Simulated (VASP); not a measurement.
# La2O3 (P-3m1) in VASP: further runs, part 2 of 2

VASP 6.6.1.

### Step 5. Single point, PBE

This run uses another cell than the first one, of 17.17 Å³/atom, 1.077 times its volume.

INCAR reads:

```
PREC     = Accurate       # precision mode
ENCUT    = 520            # plane-wave cutoff, eV
EDIFF    = 1E-6           # SCF threshold, eV
ISMEAR   = 0              # smearing method
SIGMA    = 0.01           # smearing width, eV
LREAL    = F              # projectors in reciprocal space
LASPH    = T              # aspherical terms in the spheres
NELM     = 60             # most SCF steps
ALGO     = Normal         # electronic algorithm
ISIF     = 2              # what is computed and relaxed
LWAVE    = F              # write WAVECAR
LCHARG   = T              # write CHGCAR
GGA      = PE             # functional
LELF     = T              # ELF
LVHAR    = T            
NBANDS   = 28             # bands
```

KPOINTS reads:

```
regular mesh
0
Gamma
  6 6 4
```

POSCAR reads:

```
La2O3
1.0
    3.9952283167      0.0000000000      0.0000000000
   -1.9976141583      3.4599692154      0.0000000000
    0.0000000000      0.0000000000      6.2121672907
La O
2 3
Direct
    0.6666666667      0.3333333333      0.7537643200
    0.3333333333      0.6666666667      0.2462356800
    0.6666666667      0.3333333333      0.3541093500
    0.3333333333      0.6666666667      0.6458906500
    0.0000000000      0.0000000000      0.0000000000
```

Potentials or basis: VASP PAW PBE potentials, release 64 (La, O).

Command:

```bash
cat potpaw_PBE.64/La/POTCAR potpaw_PBE.64/O/POTCAR > POTCAR
mpirun -np 1 vasp_std > vasp.out
```

OUTCAR:

```text
PREC = Accurate
   ENCUT = 520
   EDIFF = 1E-6
   ISMEAR = 0
   LREAL = F
   LASPH = T
   NELM = 60
   ISIF = 2
   GGA = PE

 ion  position               nearest neighbor table
   1  0.667  0.333  0.754-   4 2.40   4 2.40   4 2.40   3 2.48   5 2.77   5 2.77   5 2.77
   2  0.333  0.667  0.246-   3 2.40   3 2.40   3 2.40   4 2.48   5 2.77   5 2.77   5 2.77
   3  0.667  0.333  0.354-   2 2.40   2 2.40   2 2.40   1 2.48
   4  0.333  0.667  0.646-   1 2.40   1 2.40   1 2.40   2 2.48
   5  0.000  0.000  0.000-   2 2.77   1 2.77   2 2.77   1 2.77   1 2.77   2 2.77

  LATTYP: Found a hexagonal cell.
 ALAT       =     3.9952283167
 C/A-ratio  =     1.5548966913

  Lattice vectors:

 A1 = (   3.9952283167,   0.0000000000,   0.0000000000)
 A2 = (  -1.9976141583,   3.4599692154,   0.0000000000)
 A3 = (   0.0000000000,   0.0000000000,   6.2121672907)

Analysis of symmetry for initial positions (statically):
=====================================================================
 Subroutine PRICEL returns:
 Original cell was already a primitive cell.

 Routine SETGRP: Setting up the symmetry group for a
 hexagonal supercell.

 Subroutine GETGRP returns: Found 12 space group operations
 (whereof 12 operations were pure point group operations)
 out of a pool of 24 trial point group operations.

The static configuration has the point symmetry D_3d.

Analysis of symmetry for dynamics (positions and initial velocities):
=====================================================================
 Subroutine PRICEL returns:
 Original cell was already a primitive cell.

 Routine SETGRP: Setting up the symmetry group for a
 hexagonal supercell.

 Subroutine GETGRP returns: Found 12 space group operations
 (whereof 12 operations were pure point group operations)
[... 123 lines left out ...]
   EFERMI_NEDOS =   21; number of points for ismear=-14 and -15
   IALGO  =     38    algorithm
   IMIX   =      4    mixing-type and parameters
     AMIX     =   0.40;   BMIX     =  1.00
     AMIX_MAG =   1.60;   BMIX_MAG =  1.00
  volume/ion in A,a.u.               =      17.17       115.90
  Fermi-wavevector in a.u.,A,eV,Ry     =   1.269042  2.398141 21.911726  1.610466
  Thomas-Fermi vector in A             =   2.402104
   LORBIT       =      0    0 simple, 1 ext, 2 COOP (PROOUT), +10 PAW based schemes
   GGA     = PE    functional components
   LHFCALC =     F    Hartree Fock is set to
   AEXX    =    0.0000 exact exchange contribution
   IVDW    =     0    specifies the selected vdW correction
   LEPSILON=     F    determine dielectric tensor
   LRPA    =     F    only Hartree local field effects (RPA)
 non-spin polarized calculation
 Gauss-broadening in eV      SIGMA  =   0.01
  energy-cutoff  :      520.00
  volume of cell :       85.87
 maximum number of plane-waves:      2352
 NGX is ok and might be reduce to    30
   NGX = 15   NGY = 15   NGZ = 23

 number of electron      39.9999999 magnetization

 Free energy of the ion-electron system (eV)
  ---------------------------------------------------
  ext. energy  EPLUGINS =         0.00000000
  ---------------------------------------------------
  free energy    TOTEN  =       -41.78189951 eV

  energy without entropy =      -41.78189951  energy(sigma->0) =      -41.78189951

 E-fermi :   5.6115     XC(G=0): -10.2348

 val. band max:        5.5067339965   @ k =   0.5000   0.0000   0.5000
 cond. band min:       9.2892436203   @ k =   0.5000   0.0000   0.0000
 fundamental gap:      3.7825096238
 Fermi energy:         5.6114650195

 k-point     1 :       0.0000    0.0000    0.0000
  band No.  band energies     occupation
      1     -24.4793      2.00000
      2     -24.2861      2.00000
      3     -11.2355      2.00000
      4     -10.0397      2.00000
      5      -9.6466      2.00000
      6      -7.9555      2.00000
[... 733 lines left out ...]
     27      10.6233      0.00000
     28      10.6491      0.00000

------------------------ aborting loop because EDIFF is reached ----------------------------------------

  FORCE on cell =-STRESS in cart. coord.  units (eV):
  Direction    XX          YY          ZZ          XY          YZ          ZX
  --------------------------------------------------------------------------------------
  -------------------------------------------------------------------------------------
  Total       -2.6749231     -2.6749231     -1.7434467     -0.0000000     -0.0000000      0.0000000
  in kB      -49.9073950    -49.9073950    -32.5283685     -0.0000000     -0.0000000      0.0000000
  external PRESSURE =     -44.1143861 kB  Pullay stress =       0.0000000 kB

 VOLUME and BASIS-vectors are now :
 -----------------------------------------------------------------------------
  energy-cutoff  :      520.00
  volume of cell :       85.87
      direct lattice vectors                 reciprocal lattice vectors
     3.995228317  0.000000000  0.000000000     0.250298586  0.144509956  0.000000000
    -1.997614158  3.459969215  0.000000000     0.000000000  0.289019913  0.000000000
     0.000000000  0.000000000  6.212167291     0.000000000  0.000000000  0.160974416

 POSITION                                       TOTAL-FORCE (eV/Angst)
 -----------------------------------------------------------------------------------
      1.99761      1.15332      4.68251         0.000000     -0.000000     -0.338921
     -0.00000      2.30665      1.52966        -0.000000      0.000000      0.338921
      1.99761      1.15332      2.19979         0.000000      0.000000     -0.062908
     -0.00000      2.30665      4.01238        -0.000000     -0.000000      0.062908
      0.00000      0.00000      0.00000         0.000000      0.000000      0.000000
 -----------------------------------------------------------------------------------
    total drift:                               -0.000000      0.000000      0.000000

  FREE ENERGIE OF THE ION-ELECTRON SYSTEM (eV)
  ---------------------------------------------------
  free  energy   TOTEN  =       -41.7818995057 eV

  energy  without entropy=      -41.7818995057  energy(sigma->0) =      -41.78189951
```

OSZICAR:

```text
N       E                     dE             d eps       ncg     rms          rms(c)
DAV:   1     0.474834841907E+03    0.47483E+03   -0.15451E+04  1384   0.216E+03
DAV:   2     0.857482431835E+02   -0.38909E+03   -0.36949E+03  1792   0.351E+02
DAV:   3    -0.324429166981E+02   -0.11819E+03   -0.11368E+03  2200   0.196E+02
DAV:   4    -0.466071082528E+02   -0.14164E+02   -0.14130E+02  2268   0.717E+01
DAV:   5    -0.475182861993E+02   -0.91118E+00   -0.91038E+00  2320   0.206E+01    0.147E+01
DAV:   6    -0.418363150016E+02    0.56820E+01   -0.51602E+01  2128   0.374E+01    0.759E+00
DAV:   7    -0.417795892663E+02    0.56726E-01   -0.57488E+00  2600   0.210E+01    0.340E+00
DAV:   8    -0.417812119043E+02   -0.16226E-02   -0.61804E-01  2280   0.585E+00    0.118E+00
DAV:   9    -0.417775038500E+02    0.37081E-02   -0.10624E-01  2456   0.242E+00    0.338E-01
DAV:  10    -0.417803390349E+02   -0.28352E-02   -0.25489E-02  2360   0.959E-01    0.175E-01
DAV:  11    -0.417817586047E+02   -0.14196E-02   -0.90932E-03  2400   0.646E-01    0.138E-01
DAV:  12    -0.417818674828E+02   -0.10888E-03   -0.33784E-03  2328   0.353E-01    0.605E-02
DAV:  13    -0.417818961993E+02   -0.28716E-04   -0.13784E-03  2408   0.228E-01    0.258E-02
DAV:  14    -0.417818982743E+02   -0.20750E-05   -0.19367E-04  2232   0.104E-01    0.849E-03
DAV:  15    -0.417818995557E+02   -0.12814E-05   -0.23392E-05  2112   0.390E-02    0.352E-03
DAV:  16    -0.417819003651E+02   -0.80937E-06   -0.11967E-05  2080   0.203E-02    0.607E-03
DAV:  17    -0.417818995057E+02    0.85934E-06   -0.32891E-06  1416   0.143E-02
   1 F= -.41781900E+02 E0= -.41781900E+02  d E =-.271778E-51
```

stdout:

```text
POSCAR found type information on POSCAR LaO
 POSCAR found :  2 types and       5 ions
 scaLAPACK will be used
 LDA part: xc-table for (Slater+PW92), standard interpolation
 POSCAR, INCAR and KPOINTS ok, starting setup
 FFT: planning ... GRIDC
 FFT: planning ... GRID_SOFT
 FFT: planning ... GRID
 WAVECAR not read
 entering main loop
```

Wall time 46 s (1 thread of Intel Xeon 6975P-C (Granite Rapids), shared host); peak memory 0.22 GiB.

Results:

* Free energy: -41.7819 eV
* Pressure: -4.4 GPa
* Largest force: 0.339 eV/Å
* Band gap on the k mesh: 3.78 eV, indirect (least direct gap 3.98 eV)

Forces on the atoms (eV/Å):
```
La   0.000  0.000 -0.339
La   0.000  0.000  0.339
O    0.000  0.000 -0.063
O    0.000  0.000  0.063
O    0.000  0.000  0.000
```

Caveat: spin-orbit coupling is left out, which moves the levels of the heavy elements. A k mesh can miss the band edges.

### Step 6. The runs side by side

| cell | gap on the mesh (eV) | pressure (GPa) | largest force (eV/Å) |
| --- | --- | --- | --- |
| a = 3.898, b = 3.898, c = 6.061 Å, angles 90.0, 90.0, 120.0°, 5 atoms | 3.87 | 5.2 | 0.20 |
| a = 3.931, b = 3.931, c = 6.112 Å, angles 90.0, 90.0, 120.0°, 5 atoms | 3.86 | 1.6 | 0.01 |
| a = 3.963, b = 3.963, c = 6.162 Å, angles 90.0, 90.0, 120.0°, 5 atoms | 3.82 | -1.6 | 0.18 |
| a = 3.995, b = 3.995, c = 6.212 Å, angles 90.0, 90.0, 120.0°, 5 atoms | 3.78 | -4.4 | 0.34 |

Alike in all rows: task single point; level PBE; potentials or basis VASP PAW PBE potentials, release 64 (La, O); no spin polarisation; k mesh 6 × 6 × 4; cutoff (eV) 520; smearing gaussian 0.01 eV.

Caveats: spin-orbit coupling is left out, which moves the levels of the heavy elements.

Total energies depend on the potentials used, so only differences within one code and one set of settings carry meaning.
